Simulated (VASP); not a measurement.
# Mg (I4/mmm) in VASP: further runs

Mg is run at these levels: LDA; tasks: single point.

Program: VASP 6.6.1. These are calculated values, not measurements. Logs are shortened: lines on timing, memory, paths and dates and some standing lists are left out, and cuts for length are marked.

### Step 1. The cell of the first run

It takes space group I4/mmm (No. 139, tetragonal). The conventional cell has a = 3.531 Å, b = 3.531 Å, c = 4.489 Å, α = 90.00°, β = 90.00°, γ = 90.00°. Mg (site symmetry 4/mmm) has 12 Mg at 3.36 to 3.53 Å within 4.4 Å.

### Step 2. Single point, LDA (strain +0.1125 x Voigt [1, 1, 0, 0, 0, 0])

Contents of INCAR:

```
PREC = Accurate
ENCUT = 520
EDIFF = 1E-6
ISMEAR = 0
SIGMA = 0.15
LREAL = F
LASPH = T
NELM = 60
ALGO = Normal
ISIF = 2
LWAVE = F
LCHARG = T
GGA = CA
LELF = T
LVHAR = T
NBANDS = 7
```

Contents of KPOINTS:

```
regular mesh
0
Gamma
  18 18 18
```

Contents of POSCAR:

```
Mg
1.0
    0.0000000000      2.4967348000      2.2442560000
    2.4967348000      0.0000000000      2.2442560000
    2.4967348000      2.4967348000      0.0000000000
Mg
1
Direct
    0.0000000000      0.0000000000      0.0000000000
```

Potentials or basis: VASP PAW LDA potentials, release 64 (Mg).

Run with:

```console
$ cat potpaw_LDA.64/Mg/POTCAR > POTCAR
$ mpirun -np 1 vasp_std > vasp.out
```

OUTCAR:

```text
PREC = Accurate
   ENCUT = 520
   EDIFF = 1E-6
   ISMEAR = 0
   LREAL = F
   LASPH = T
   NELM = 60
   ISIF = 2
   GGA = CA

 ion  position               nearest neighbor table
   1  0.000  0.000  0.000-

  LATTYP: Found a body centered tetragonal cell.
 ALAT       =     3.5309162158
 C/A-ratio  =     1.2712032021

  Lattice vectors:

 A1 = (   0.0000000000,  -2.4967348000,  -2.2442560000)
 A2 = (   0.0000000000,   2.4967348000,  -2.2442560000)
 A3 = (   2.4967348000,   0.0000000000,   2.2442560000)

Analysis of symmetry for initial positions (statically):
=====================================================================
 Subroutine PRICEL returns:
 Original cell was already a primitive cell.

 Routine SETGRP: Setting up the symmetry group for a
 body centered tetragonal supercell.

 Subroutine GETGRP returns: Found 16 space group operations
 (whereof 16 operations were pure point group operations)
 out of a pool of 16 trial point group operations.

The static configuration has the point symmetry D_4h.

Analysis of symmetry for dynamics (positions and initial velocities):
=====================================================================
 Subroutine PRICEL returns:
 Original cell was already a primitive cell.

 Routine SETGRP: Setting up the symmetry group for a
 body centered tetragonal supercell.

 Subroutine GETGRP returns: Found 16 space group operations
 (whereof 16 operations were pure point group operations)
 out of a pool of 16 trial point group operations.

The dynamic configuration has the point symmetry D_4h.

 Subroutine INISYM returns: Found 16 space group operations
 (whereof 16 operations are pure point group operations),
 and found     1 'primitive' translations

----------------------------------------------------------------------------------------

                                     Primitive cell

  volume of cell :      27.9800

  direct lattice vectors                    reciprocal lattice vectors
     0.000000000  2.496734800  2.244256000    -0.200261558  0.200261558  0.222790983
     2.496734800  0.000000000  2.244256000     0.200261558 -0.200261558  0.222790983
     2.496734800  2.496734800  0.000000000     0.200261558  0.200261558 -0.222790983

  length of vectors
     3.357137122  3.357137122  3.530916216     0.360340402  0.360340402  0.360340402

  position of ions in fractional coordinates (direct lattice)
     0.000000000  0.000000000  0.000000000

  ion indices of the primitive-cell ions
   primitive index   ion index
                 1           1

----------------------------------------------------------------------------------------

 KPOINTS: regular mesh

Automatic generation of k-mesh.
 Grid dimensions read from file:
 generate k-points for:   18   18   18

 Generating k-lattice:

  Cartesian coordinates                     Fractional coordinates (reciprocal lattice)
    -0.011125642  0.011125642  0.012377277     0.055555556  0.000000000  0.000000000
     0.011125642 -0.011125642  0.012377277     0.000000000  0.055555556  0.000000000
     0.011125642  0.011125642 -0.012377277     0.000000000  0.000000000  0.055555556

  Length of vectors
     0.020018911  0.020018911  0.020018911

  Shift w.r.t. Gamma in fractional coordinates (k-lattice)
     0.000000000  0.000000000  0.000000000

 Subroutine IBZKPT returns following result:
 ===========================================

 Found    480 irreducible k-points:

 Following reciprocal coordinates:
            Coordinates               Weight
  0.000000  0.000000  0.000000      1.000000
  0.055556  0.000000  0.000000      8.000000
  0.111111  0.000000  0.000000      8.000000
  0.166667  0.000000  0.000000      8.000000
  0.222222 -0.000000  0.000000      8.000000
  0.277778  0.000000  0.000000      8.000000
[... 16 lines left out ...]
 -0.277778  0.055556  0.000000      8.000000
 -0.222222  0.055556  0.000000      8.000000
 [... further k-points ...]
   k-points           NKPTS =    480   k-points in BZ     NKDIM =    480   number of bands    NBANDS=      7
   number of dos      NEDOS =    301   number of ions     NIONS =      1
   total plane-waves  NPLWV =  21952
   dimension x,y,z NGX =    28 NGY =   28 NGZ =   28
   dimension x,y,z NGXF=    56 NGYF=   56 NGZF=   56
   ions per type =               1
   NGX,Y,Z   is equivalent  to a cutoff of  13.87, 13.87, 13.18 a.u.
   NGXF,Y,Z  is equivalent  to a cutoff of  27.73, 27.73, 26.37 a.u.
 SYSTEM =  unknown system
   PREC   = accura    normal or accurate (medium, high low for compatibility)
   ISTART =      0    job   : 0-new  1-cont  2-samecut
   ICHARG =      2    charge: 1-file 2-atom 10-const
   ISPIN  =      1    spin polarized calculation?
   LNONCOLLINEAR =      F non collinear calculations
   LSORBIT =      F    spin-orbit coupling
   LASPH  =      T    aspherical Exc in radial PAW
   ENCUT  =  520.0 eV  38.22 Ry    6.18 a.u.   6.24  6.24  6.57*2*pi/ulx,y,z
   NELM   =     60;   NELMIN=  2; NELMDL= -5     # of ELM steps
   EDIFF  = 0.1E-05   stopping-criterion for ELM
   LREAL  =      F    real-space projection
   EDIFFG = 0.1E-04   stopping-criterion for IOM
   NSW    =      0    number of steps for IOM
   IBRION =     -1    ionic relax: 0-MD 1-quasi-New 2-CG
   NFREE  =      0    steps in history (QN), initial steepest desc. (CG)
   ISIF   =      2    stress and relaxation
   ISYM   =      2    0-nonsym 1-usesym 2-fastsym
   POTIM  = 0.5000    time-step for ionic-motion
   TEBEG  =    0.0;   TEEND  =   0.0 temperature during run
   PSTRESS=    0.0 pullay stress
   NELECT =       2.0000    total number of electrons
   NUPDOWN=      -1.0000    fix difference up-down
   EMIN   =  10.00;   EMAX   =-10.00  energy-range for DOS
   EFERMI =   0.00;   METHOD = LEGACY
   ISMEAR =     0;   SIGMA  =   0.15  broadening in eV -4-tet -1-fermi 0-gaus
   EFERMI_NEDOS =   21; number of points for ismear=-14 and -15
   IALGO  =     38    algorithm
   IMIX   =      4    mixing-type and parameters
     AMIX     =   0.40;   BMIX     =  1.00
     AMIX_MAG =   1.60;   BMIX_MAG =  1.00
  volume/ion in A,a.u.               =      27.98       188.82
  Fermi-wavevector in a.u.,A,eV,Ry     =   0.679416  1.283910  6.280532  0.461606
  Thomas-Fermi vector in A             =   1.757607
   LORBIT       =      0    0 simple, 1 ext, 2 COOP (PROOUT), +10 PAW based schemes
   GGA     = CA    functional components
   LHFCALC =     F    Hartree Fock is set to
   AEXX    =    0.0000 exact exchange contribution
   IVDW    =     0    specifies the selected vdW correction
   LEPSILON=     F    determine dielectric tensor
   LRPA    =     F    only Hartree local field effects (RPA)
 non-spin polarized calculation
 Gauss-broadening in eV      SIGMA  =   0.15
  energy-cutoff  :      520.00
  volume of cell :       27.98
 maximum number of plane-waves:       772
 NGX is ok and might be reduce to    28
   NGX = 13   NGY = 13   NGZ = 13

 number of electron       2.0000000 magnetization

 Free energy of the ion-electron system (eV)
  ---------------------------------------------------
  ext. energy  EPLUGINS =         0.00000000
  ---------------------------------------------------
  free energy    TOTEN  =        -1.64287415 eV

  energy without entropy =       -1.63681066  energy(sigma->0) =       -1.63984241

 E-fermi :   1.5254     XC(G=0):  -8.0635

 val. band max:        1.5209613383   @ k =  -0.3333   0.1667   0.3333
 cond. band min:       1.5258264367   @ k =  -0.2222   0.4444   0.2778
 fundamental gap:      0.0048650984
 Fermi energy:         1.5254004669

 k-point     1 :       0.0000    0.0000    0.0000
  band No.  band energies     occupation
      1      -4.5866      2.00000
      2      12.5622      0.00000
      3      12.5622      0.00000
      4      13.2335      0.00000
      5      13.3967      0.00000
      6      13.6230      0.00000
      7      13.6230      0.00000

 k-point     2 :       0.0556    0.0000    0.0000
  band No.  band energies     occupation
      1      -4.5263      2.00000
      2      11.5196      0.00000
      3      12.2583      0.00000
      4      12.7472      0.00000
      5      13.7804      0.00000
      6      14.0008      0.00000
      7      14.0410      0.00000

 k-point     3 :       0.1111    0.0000    0.0000
  band No.  band energies     occupation
      1      -4.3456      2.00000
      2       9.9011      0.00000
      3      11.7802      0.00000
      4      12.3411      0.00000
      5      13.9565      0.00000
      6      14.4549      0.00000
      7      14.4791      0.00000

 k-point     4 :       0.1667    0.0000    0.0000
  band No.  band energies     occupation
      1      -4.0450      2.00000
      2       8.2700      0.00000
      3      11.3545      0.00000
      4      12.0241      0.00000
      5      13.8384      0.00000
      6      13.9960      0.00000
      7      14.9256      0.00000

 k-point     5 :       0.2222   -0.0000    0.0000
  band No.  band energies     occupation
      1      -3.6255      2.00000
      2       6.6975      0.00000
      3      11.0176      0.00000
      4      11.7902      0.00000
      5      13.2703      0.00000
      6      13.7437      0.00000
      7      14.4982      0.00000

 k-point     6 :       0.2778    0.0000    0.0000
  band No.  band energies     occupation
      1      -3.0883      2.00000
      2       5.2058      0.00000
      3      10.7786      0.00000
      4      11.6395      0.00000
      5      12.5979      0.00000
      6      13.7035      0.00000
      7      13.8768      0.00000

 k-point     7 :       0.3333    0.0000    0.0000
  band No.  band energies     occupation
      1      -2.4350      2.00000
      2       3.8052      0.00000
      3      10.6404      0.00000
      4      11.5741      0.00000
      5      12.0151      0.00000
      6      13.2342      0.00000
      7      13.8435      0.00000
[... 121 lines left out ...]
 k-point    20 :      -0.4444    0.0556    0.0000
  band No.  band energies     occupation
      1      -0.5088      2.00000
      2       1.0855      1.99997
      3      10.2011      0.00000
      4      11.4743      0.00000
      5      11.5631      0.00000
      6      11.6815      0.00000
      7      13.9222      0.00000

 k-point    21 :      -0.3889    0.0556    0.0000
  band No.  band energies     occupation
      1      -1.4144      2.00000
      2       2.2620      0.00000
      3      10.5527      0.00000
      4      11.2357      0.00000
      5      11.5939      0.00000
      6      11.8741      0.00000
      7      13.7373      0.00000

 k-point    22 :      -0.3333    0.0556    0.0000
  band No.  band energies     occupation
      1      -2.2084      2.00000
      2       3.5401      0.00000
      3      10.9958      0.00000
      4      11.0231      0.00000
      5      11.6219      0.00000
      6      12.3514      0.00000
      7      13.6726      0.00000

 k-point    23 :      -0.2778    0.0556    0.0000
  band No.  band energies     occupation
      1      -2.8885      2.00000
      2       4.9152      0.00000
      3      10.9061      0.00000
      4      11.4743      0.00000
      5      11.8179      0.00000
      6      12.9187      0.00000
      7      13.7259      0.00000

 k-point    24 :      -0.2222    0.0556    0.0000
  band No.  band energies     occupation
      1      -3.4530      2.00000
      2       6.3801      0.00000
      3      10.8893      0.00000
      4      11.8264      0.00000
      5      12.3341      0.00000
      6      13.5295      0.00000
      7      13.9193      0.00000

 [... further k-points ...]

------------------------ aborting loop because EDIFF is reached ----------------------------------------

  FORCE on cell =-STRESS in cart. coord.  units (eV):
  Direction    XX          YY          ZZ          XY          YZ          ZX
  --------------------------------------------------------------------------------------
  -------------------------------------------------------------------------------------
  Total       -1.1158027     -1.1158027     -0.9363182      0.0000000     -0.0000000     -0.0000000
  in kB      -63.8926324    -63.8926324    -53.6150629      0.0000000     -0.0000000     -0.0000000
  external PRESSURE =     -60.4667759 kB  Pullay stress =       0.0000000 kB

 VOLUME and BASIS-vectors are now :
 -----------------------------------------------------------------------------
  energy-cutoff  :      520.00
  volume of cell :       27.98
      direct lattice vectors                 reciprocal lattice vectors
     0.000000000  2.496734800  2.244256000    -0.200261558  0.200261558  0.222790983
     2.496734800  0.000000000  2.244256000     0.200261558 -0.200261558  0.222790983
     2.496734800  2.496734800  0.000000000     0.200261558  0.200261558 -0.222790983

 POSITION                                       TOTAL-FORCE (eV/Angst)
 -----------------------------------------------------------------------------------
      0.00000      0.00000      0.00000         0.000000      0.000000      0.000000
 -----------------------------------------------------------------------------------
    total drift:                               -0.000000     -0.000000     -0.000000

  FREE ENERGIE OF THE ION-ELECTRON SYSTEM (eV)
  ---------------------------------------------------
  free  energy   TOTEN  =        -1.6428741493 eV

  energy  without entropy=       -1.6368106628  energy(sigma->0) =       -1.63984241
```

Run time: 2.4 min. Hardware: 1 thread of AMD EPYC, shared host; peak memory 0.18 GiB.

What came out:

```
Free energy            : -1.6429 eV
Pressure               : -6.0 GPa
Band gap on the k mesh : zero (band 1 reaches 2.84 eV, above the bottom of band 2 at 0.21 eV)
```

Stress tensor (GPa, compression positive):
```
-6.39  0.00  0.00
 0.00 -6.39  0.00
 0.00  0.00 -5.36
```

Caveat: the cell differs from its parent crystal (strain +0.1125 x Voigt [1, 1, 0, 0, 0, 0]).

### Step 3. Single point, LDA (strain +0.1312 x Voigt [1, 1, 0, 0, 0, 0])

Contents of INCAR:

```
SYSTEM = Mg
PREC = Accurate
ENCUT = 520
EDIFF = 1E-7
ISMEAR = 0
SIGMA = 0.15
LREAL = .FALSE.
LASPH = .TRUE.
NELM = 60
ALGO = Normal
ISIF = 2
LWAVE = .FALSE.
LCHARG = .FALSE.
NBANDS = 7
```

Contents of KPOINTS:

```
regular mesh
0
G
  18 18 18
  0 0 0
```

Contents of POSCAR:

```
Mg
1.0
    0.0000000000      2.5387023872      2.2442560000
    2.5387023872      0.0000000000      2.2442560000
    2.5387023872      2.5387023872      0.0000000000
Mg
1
Direct
    0.0000000000      0.0000000000      0.0000000000
```

Potentials or basis: VASP PAW LDA potentials, release 64 (Mg).

Run with:

```console
$ cat potpaw_LDA.64/Mg/POTCAR > POTCAR
$ mpirun -np 1 vasp_std > vasp.out
```

It took 2.6 min on 1 thread of AMD EPYC, shared host; peak memory 0.19 GiB.

The run converged. Its results:

```
Free energy            : -1.6042 eV
Pressure               : -6.3 GPa
Band gap on the k mesh : zero (band 1 reaches 2.82 eV, above the bottom of band 2 at 0.11 eV)
```

Stress tensor (GPa, compression positive):
```
-6.66  0.00  0.00
 0.00 -6.66  0.00
 0.00  0.00 -5.69
```

Levels at points of the mesh, in eV from the Fermi level:
| k point | band 1 | band 2 | band 3 | band 4 | band 5 |
| --- | --- | --- | --- | --- | --- |
| (0.00, 0.00, 0.00) | -5.99 | 10.86 | 10.86 | 11.54 | 11.61 |
| (0.50, 0.00, 0.00) | -1.31 | -1.28 | 8.86 | 9.18 | 9.96 |
| (0.50, 0.50, 0.00) | 0.84 | 1.79 | 4.79 | 4.79 | 5.04 |
| (0.50, 0.00, 0.50) | -0.51 | -0.01 | 6.16 | 6.21 | 6.65 |

Caveat: the cell differs from its parent crystal (strain +0.1312 x Voigt [1, 1, 0, 0, 0, 0]).

### Step 4. Single point, LDA (strain +0.1500 x Voigt [1, 1, 0, 0, 0, 0])

INCAR, as its differences from that of step 3:

```diff
@@ -13,2 +13,3 @@
 LCHARG = .FALSE.
+GGA = CA
 NBANDS = 7
```

KPOINTS is that of step 3.

Contents of POSCAR:

```
Mg
1.0
    0.0000000000      2.5808944000      2.2442560000
    2.5808944000      0.0000000000      2.2442560000
    2.5808944000      2.5808944000      0.0000000000
Mg
1
Direct
    0.0000000000      0.0000000000      0.0000000000
```

Run with:

```console
$ cat potpaw_LDA.64/Mg/POTCAR > POTCAR
$ mpirun -np 1 vasp_std > vasp.out
```

Wall time 2.6 min (1 thread of AMD EPYC, shared host); peak memory 0.19 GiB.

It converged, with:

- Free energy: -1.5633 eV
- Pressure: -6.5 GPa
- Band gap on the k mesh: zero (band 1 reaches 2.79 eV, above the bottom of band 2 at 0.03 eV)

Stress tensor (GPa, compression positive):
```
-6.83  0.00  0.00
 0.00 -6.83  0.00
 0.00  0.00 -5.98
```

Levels at points of the mesh, in eV from the Fermi level:
```tsv
k point	band 1	band 2	band 3	band 4
(0.00, 0.00, 0.00)	-5.86	10.69	10.69	11.22
(0.50, 0.00, 0.00)	-1.30	-1.22	8.51	8.93
(0.50, 0.50, 0.00)	0.97	1.91	4.56	4.56
(0.50, 0.00, 0.50)	-0.53	-0.12	6.08	6.23
```

Caveat: the cell differs from its parent crystal (strain +0.1500 x Voigt [1, 1, 0, 0, 0, 0]).

### Step 5. Overview

```tsv
cell	gap on the mesh (eV)	pressure (GPa)
a = 3.357, b = 3.357, c = 3.531 Å, angles 58.3, 58.3, 63.5°, 1 atom	none	-6.0
a = 3.388, b = 3.388, c = 3.590 Å, angles 58.0, 58.0, 64.0°, 1 atom	none	-6.3
a = 3.420, b = 3.420, c = 3.650 Å, angles 57.8, 57.8, 64.5°, 1 atom	none	-6.5
```

Alike in all rows: task single point; level LDA; potentials or basis VASP PAW LDA potentials, release 64 (Mg); no spin polarisation; k mesh 18 × 18 × 18; cutoff (eV) 520; smearing gaussian 0.15 eV.

Absolute energies hang on the potentials; compare differences alone.
